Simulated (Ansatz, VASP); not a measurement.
Os in VASP and in Ansatz

```
CELL_PARAMETERS angstrom
0.00000 1.92584 1.98390
1.92584 0.00000 1.98390
1.92584 1.92584 0.00000
ATOMIC_POSITIONS crystal
Os 0.00000 0.00000 0.00000
```

Change from the starting cell: z stretched by +2 % at fixed volume.

Alike in both runs: task single point; functional PBE; k mesh 14 × 14 × 14; occupations fermi-dirac, width 0.03 eV; no spin polarisation.

```csv
,VASP,Ansatz
version,VASP 6.6.1,Ansatz 0.2.0
potentials or method,"VASP PAW PBE potentials, release 64 (Os), cutoff 520 eV","all-electron LAPW, scalar-relativistic"
```

|  | VASP | Ansatz | Ansatz less VASP |
| --- | --- | --- | --- |
| pressure (GPa) | -9.6 | -9.3 | +0.30 |
| traceless stress, the component that is largest in VASP (GPa) | -5.62 | -5.66 | -0.041 |

Ansatz ran all-electron here, and VASP with PAW potentials.

Neither program's run includes spin-orbit coupling.
